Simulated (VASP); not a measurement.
# Te2Mo in VASP: single point with PBEsol

Aim: the single point of Te2Mo with PBEsol.

Everything below comes from runs of VASP 6.6.1. Logs are shortened: lines on timing, memory, paths and dates and some standing lists are left out, and cuts for length are marked.

## 1. The cell of the first run

The cell holds a slab with vacuum, 12 atoms: a = 3.493 Å, b = 3.493 Å, c = 37.516 Å, α = 90.00°, β = 90.00°, γ = 120.00°.

## 2. Single point, PBEsol

The input, INCAR:

```
  PREC = Accurate
  ENCUT = 520
  EDIFF = 1E-7
  ISMEAR = 0
  SIGMA = 0.05
  LREAL = False
  LASPH = True
  NELM = 80
  ALGO = Normal
  ISIF = 2
  LWAVE = False
  LCHARG = False
  GGA = PS
  NBANDS = 64
```

The input, KPOINTS:

```
Automatic mesh
0
Gamma
  9 9 1
```

The input, POSCAR:

```
Te2Mo
1.0
    3.4932091909      0.0000000000      0.0000000000
   -1.7466045954      3.0252079000      0.0000000000
    0.0000000000      0.0000000000     37.5161156315
Te Mo
8 4
Direct
    0.3333333333      0.6666666667      0.8584425242
    0.3333333333      0.6666666667      0.2318351738
    0.6666666667      0.3333333333      0.6719958813
    0.6666666667      0.3333333333      0.0453069351
    0.6666666667      0.3333333333      0.7681648262
    0.6666666667      0.3333333333      0.1415574758
    0.3333333333      0.6666666667      0.9546930649
    0.3333333333      0.6666666667      0.3280041187
    0.3333333333      0.6666666667      0.7200184287
    0.3333333333      0.6666666667      0.0934314856
    0.6666666667      0.3333333333      0.9065685144
    0.6666666667      0.3333333333      0.2799815713
```

Potentials or basis: VASP PAW PBE potentials, release 64 (Te, Mo_sv).

The run is started by

```console
> cat potpaw_PBE.64/Te/POTCAR potpaw_PBE.64/Mo_sv/POTCAR > POTCAR
> mpirun -np 1 vasp_std > vasp.out
```

OUTCAR:

```text
PREC = Accurate
   ENCUT = 520
   EDIFF = 1E-7
   ISMEAR = 0
   LREAL = False
   LASPH = True
   NELM = 80
   ISIF = 2
   GGA = PS

 ion  position               nearest neighbor table
   1  0.333  0.667  0.858-  11 2.71  11 2.71  11 2.71   7 3.61
   2  0.333  0.667  0.232-  12 2.71  12 2.71  12 2.71   8 3.61
   3  0.667  0.333  0.672-   9 2.70   9 2.70   9 2.70   5 3.61
   4  0.667  0.333  0.045-  10 2.71  10 2.71  10 2.71   6 3.61
   5  0.667  0.333  0.768-   9 2.71   9 2.71   9 2.71   3 3.61
   6  0.667  0.333  0.142-  10 2.71  10 2.71  10 2.71   4 3.61
   7  0.333  0.667  0.955-  11 2.71  11 2.71  11 2.71   1 3.61
   8  0.333  0.667  0.328-  12 2.70  12 2.70  12 2.70   2 3.61
   9  0.333  0.667  0.720-   3 2.70   3 2.70   3 2.70   5 2.71   5 2.71   5 2.71
  10  0.333  0.667  0.093-   4 2.71   4 2.71   4 2.71   6 2.71   6 2.71   6 2.71
  11  0.667  0.333  0.907-   7 2.71   7 2.71   7 2.71   1 2.71   1 2.71   1 2.71
  12  0.667  0.333  0.280-   8 2.70   8 2.70   8 2.70   2 2.71   2 2.71   2 2.71

  LATTYP: Found a hexagonal cell.
 ALAT       =     3.4932091909
 C/A-ratio  =    10.7397277350

  Lattice vectors:

 A1 = (   3.4932091909,   0.0000000000,   0.0000000000)
 A2 = (  -1.7466045954,   3.0252079000,   0.0000000000)
 A3 = (   0.0000000000,   0.0000000000,  37.5161156315)

Analysis of symmetry for initial positions (statically):
=====================================================================
 Subroutine PRICEL returns:
 Original cell was already a primitive cell.

 Routine SETGRP: Setting up the symmetry group for a
 hexagonal supercell.

 Subroutine GETGRP returns: Found 12 space group operations
 (whereof 12 operations were pure point group operations)
 out of a pool of 24 trial point group operations.

The static configuration has the point symmetry D_3d.

Analysis of symmetry for dynamics (positions and initial velocities):
=====================================================================
 Subroutine PRICEL returns:
 Original cell was already a primitive cell.

 Routine SETGRP: Setting up the symmetry group for a
 hexagonal supercell.

 Subroutine GETGRP returns: Found 12 space group operations
 (whereof 12 operations were pure point group operations)
 out of a pool of 24 trial point group operations.

The dynamic configuration has the point symmetry D_3d.

 Subroutine INISYM returns: Found 12 space group operations
 (whereof 12 operations are pure point group operations),
 and found     1 'primitive' translations

----------------------------------------------------------------------------------------

                                     Primitive cell

  volume of cell :     396.4585

  direct lattice vectors                    reciprocal lattice vectors
     3.493209191  0.000000000  0.000000000     0.286269715  0.165277897  0.000000000
    -1.746604595  3.025207900  0.000000000     0.000000000  0.330555794  0.000000000
     0.000000000  0.000000000 37.516115631     0.000000000  0.000000000  0.026655212

  length of vectors
     3.493209191  3.493209191 37.516115631     0.330555794  0.330555794  0.026655212

  position of ions in fractional coordinates (direct lattice)
     0.333333333  0.666666667  0.858442524
     0.333333333  0.666666667  0.231835174
     0.666666667  0.333333333  0.671995881
     0.666666667  0.333333333  0.045306935
     0.666666667  0.333333333  0.768164826
     0.666666667  0.333333333  0.141557476
     0.333333333  0.666666667  0.954693065
     0.333333333  0.666666667  0.328004119
     0.333333333  0.666666667  0.720018429
     0.333333333  0.666666667  0.093431486
     0.666666667  0.333333333  0.906568514
     0.666666667  0.333333333  0.279981571

  ion indices of the primitive-cell ions
   primitive index   ion index
                 1           1
                 2           2
                 3           3
                 4           4
                 5           5
                 6           6
                 7           7
                 8           8
                 9           9
                10          10
                11          11
                12          12

----------------------------------------------------------------------------------------

 KPOINTS: Automatic mesh

Automatic generation of k-mesh.
 Grid dimensions read from file:
 generate k-points for:    9    9    1

 Generating k-lattice:

  Cartesian coordinates                     Fractional coordinates (reciprocal lattice)
     0.031807746  0.018364211  0.000000000     0.111111111 -0.000000000  0.000000000
     0.000000000  0.036728422  0.000000000     0.000000000  0.111111111  0.000000000
     0.000000000  0.000000000  0.026655212     0.000000000  0.000000000  1.000000000

  Length of vectors
     0.036728422  0.036728422  0.026655212

  Shift w.r.t. Gamma in fractional coordinates (k-lattice)
     0.000000000  0.000000000  0.000000000

 Subroutine IBZKPT returns following result:
 ===========================================

 Found     12 irreducible k-points:

 Following reciprocal coordinates:
            Coordinates               Weight
  0.000000  0.000000  0.000000      1.000000
  0.111111  0.000000  0.000000      6.000000
  0.222222  0.000000  0.000000      6.000000
  0.333333  0.000000  0.000000      6.000000
  0.444444  0.000000  0.000000      6.000000
  0.111111  0.111111  0.000000      6.000000
  0.222222  0.111111  0.000000     12.000000
  0.333333  0.111111  0.000000     12.000000
  0.444444  0.111111  0.000000      6.000000
  0.222222  0.222222  0.000000      6.000000
  0.333333  0.222222  0.000000     12.000000
  0.333333  0.333333  0.000000      2.000000
   k-points           NKPTS =     12   k-points in BZ     NKDIM =     12   number of bands    NBANDS=     64
   number of dos      NEDOS =    301   number of ions     NIONS =     12
   total plane-waves  NPLWV = 219520
   dimension x,y,z NGX =    28 NGY =   28 NGZ =  280
   dimension x,y,z NGXF=    56 NGYF=   56 NGZF=  560
   ions per type =               8   4
   NGX,Y,Z   is equivalent  to a cutoff of  13.33, 13.33, 12.41 a.u.
   NGXF,Y,Z  is equivalent  to a cutoff of  26.65, 26.65, 24.82 a.u.
 SYSTEM =  unknown system
   PREC   = accura    normal or accurate (medium, high low for compatibility)
   ISTART =      0    job   : 0-new  1-cont  2-samecut
   ICHARG =      2    charge: 1-file 2-atom 10-const
   ISPIN  =      1    spin polarized calculation?
   LNONCOLLINEAR =      F non collinear calculations
   LSORBIT =      F    spin-orbit coupling
   LASPH  =      T    aspherical Exc in radial PAW
   ENCUT  =  520.0 eV  38.22 Ry    6.18 a.u.   6.50  6.50 69.76*2*pi/ulx,y,z
   NELM   =     80;   NELMIN=  2; NELMDL= -5     # of ELM steps
   EDIFF  = 0.1E-06   stopping-criterion for ELM
   LREAL  =      F    real-space projection
   EDIFFG = 0.1E-05   stopping-criterion for IOM
   NSW    =      0    number of steps for IOM
   IBRION =     -1    ionic relax: 0-MD 1-quasi-New 2-CG
   NFREE  =      0    steps in history (QN), initial steepest desc. (CG)
   ISIF   =      2    stress and relaxation
   ISYM   =      2    0-nonsym 1-usesym 2-fastsym
   POTIM  = 0.5000    time-step for ionic-motion
   TEBEG  =    0.0;   TEEND  =   0.0 temperature during run
   PSTRESS=    0.0 pullay stress
   NELECT =     104.0000    total number of electrons
   NUPDOWN=      -1.0000    fix difference up-down
   EMIN   =  10.00;   EMAX   =-10.00  energy-range for DOS
   EFERMI =   0.00;   METHOD = LEGACY
   ISMEAR =     0;   SIGMA  =   0.05  broadening in eV -4-tet -1-fermi 0-gaus
   EFERMI_NEDOS =   21; number of points for ismear=-14 and -15
   IALGO  =     38    algorithm
   IMIX   =      4    mixing-type and parameters
     AMIX     =   0.40;   BMIX     =  1.00
     AMIX_MAG =   1.60;   BMIX_MAG =  1.00
  volume/ion in A,a.u.               =      33.04       222.95
  Fermi-wavevector in a.u.,A,eV,Ry     =   1.047981  1.980397 14.942789  1.098264
  Thomas-Fermi vector in A             =   2.182884
   LORBIT       =      0    0 simple, 1 ext, 2 COOP (PROOUT), +10 PAW based schemes
   GGA     = PS    functional components
   LHFCALC =     F    Hartree Fock is set to
   AEXX    =    0.0000 exact exchange contribution
   IVDW    =     0    specifies the selected vdW correction
   LEPSILON=     F    determine dielectric tensor
   LRPA    =     F    only Hartree local field effects (RPA)
 non-spin polarized calculation
 Gauss-broadening in eV      SIGMA  =   0.05
  energy-cutoff  :      520.00
  volume of cell :      396.46
 maximum number of plane-waves:     10795
 NGX is ok and might be reduce to    28
   NGX = 13   NGY = 13   NGZ =139

 number of electron     103.9999997 magnetization

 Free energy of the ion-electron system (eV)
  ---------------------------------------------------
  ext. energy  EPLUGINS =         0.00000000
  ---------------------------------------------------
  free energy    TOTEN  =       -78.70905687 eV

  energy without entropy =      -78.70905687  energy(sigma->0) =      -78.70905687

 E-fermi :   5.1412     XC(G=0):  -8.2140

 val. band max:        4.8320165844   @ k =   0.0000   0.0000   0.0000
 cond. band min:       5.7110070350   @ k =   0.2222   0.2222   0.0000
 fundamental gap:      0.8789904506
 Fermi energy:         5.1412324001

 k-point     1 :       0.0000    0.0000    0.0000
  band No.  band energies     occupation
      1     -55.8163      2.00000
      2     -55.8163      2.00000
      3     -55.8130      2.00000
      4     -55.8130      2.00000
      5     -30.0281      2.00000
      6     -30.0281      2.00000
[... 56 lines left out ...]
     63       8.2508      0.00000
     64       8.2512      0.00000

 k-point     2 :       0.1111    0.0000    0.0000
  band No.  band energies     occupation
      1     -55.8150      2.00000
      2     -55.8150      2.00000
      3     -55.8117      2.00000
      4     -55.8117      2.00000
      5     -30.0243      2.00000
      6     -30.0243      2.00000
[... 56 lines left out ...]
     63       7.8830      0.00000
     64       7.9951      0.00000

 k-point     3 :       0.2222    0.0000    0.0000
  band No.  band energies     occupation
      1     -55.8117      2.00000
      2     -55.8117      2.00000
      3     -55.8084      2.00000
      4     -55.8084      2.00000
      5     -30.0149      2.00000
      6     -30.0148      2.00000
[... 592 lines left out ...]
     63       7.0600      0.00000
     64       7.1833      0.00000

 k-point    12 :       0.3333    0.3333    0.0000
  band No.  band energies     occupation
      1     -55.8039      2.00000
      2     -55.8039      2.00000
      3     -55.8006      2.00000
      4     -55.8006      2.00000
      5     -29.9921      2.00000
      6     -29.9921      2.00000
[... 56 lines left out ...]
     63       7.3492      0.00000
     64       7.3492      0.00000

------------------------ aborting loop because EDIFF is reached ----------------------------------------

  FORCE on cell =-STRESS in cart. coord.  units (eV):
  Direction    XX          YY          ZZ          XY          YZ          ZX
  --------------------------------------------------------------------------------------
  -------------------------------------------------------------------------------------
  Total        0.1844140      0.1844140      0.3933870      0.0000000     -0.0000000      0.0000000
  in kB        0.7452584      0.7452584      1.5897648      0.0000000     -0.0000000      0.0000000
  external PRESSURE =       1.0267605 kB  Pullay stress =       0.0000000 kB

 VOLUME and BASIS-vectors are now :
 -----------------------------------------------------------------------------
  energy-cutoff  :      520.00
  volume of cell :      396.46
      direct lattice vectors                 reciprocal lattice vectors
     3.493209191  0.000000000  0.000000000     0.286269715  0.165277897  0.000000000
    -1.746604595  3.025207900  0.000000000     0.000000000  0.330555794  0.000000000
     0.000000000  0.000000000 37.516115631     0.000000000  0.000000000  0.026655212

 POSITION                                       TOTAL-FORCE (eV/Angst)
 -----------------------------------------------------------------------------------
     -0.00000      2.01681     32.20543         0.000000      0.000000     -0.032773
     -0.00000      2.01681      8.69756         0.000000      0.000000     -0.035108
      1.74660      1.00840     25.21068        -0.000000     -0.000000     -0.031190
      1.74660      1.00840      1.69974         0.000000      0.000000     -0.034319
      1.74660      1.00840     28.81856        -0.000000     -0.000000      0.035108
      1.74660      1.00840      5.31069         0.000000      0.000000      0.032773
     -0.00000      2.01681     35.81638         0.000000     -0.000000      0.034319
     -0.00000      2.01681     12.30544         0.000000      0.000000      0.031190
     -0.00000      2.01681     27.01229        -0.000000     -0.000000     -0.003121
     -0.00000      2.01681      3.50519        -0.000000     -0.000000     -0.000053
      1.74660      1.00840     34.01093         0.000000      0.000000      0.000053
      1.74660      1.00840     10.50382         0.000000      0.000000      0.003121
 -----------------------------------------------------------------------------------
    total drift:                                0.000000     -0.000000      0.000000

  FREE ENERGIE OF THE ION-ELECTRON SYSTEM (eV)
  ---------------------------------------------------
  free  energy   TOTEN  =       -78.7090568682 eV

  energy  without entropy=      -78.7090568682  energy(sigma->0) =      -78.70905687
```

Wall time 7.1 min (1 thread of Intel Xeon 6975P-C (Granite Rapids), shared host); peak memory 0.61 GiB.

Results:

```
Free energy            : -78.7091 eV
Largest force          : 0.035 eV/Å
Band gap on the k mesh : 0.88 eV, indirect (least direct gap 1.12 eV)
```

Forces on the atoms (eV/Å):
```
Te   0.000  0.000 -0.033
Te   0.000  0.000 -0.035
Te   0.000  0.000 -0.031
Te   0.000  0.000 -0.034
Te   0.000  0.000  0.035
Te   0.000  0.000  0.033
Te   0.000  0.000  0.034
Te   0.000  0.000  0.031
Mo   0.000  0.000 -0.003
Mo   0.000  0.000  0.000
Mo   0.000  0.000  0.000
Mo   0.000  0.000  0.003
```

Caveat: the PAW data sets were made with another functional, which shifts forces and pressure a little; spin-orbit coupling is left out, which moves the levels of the heavy elements.
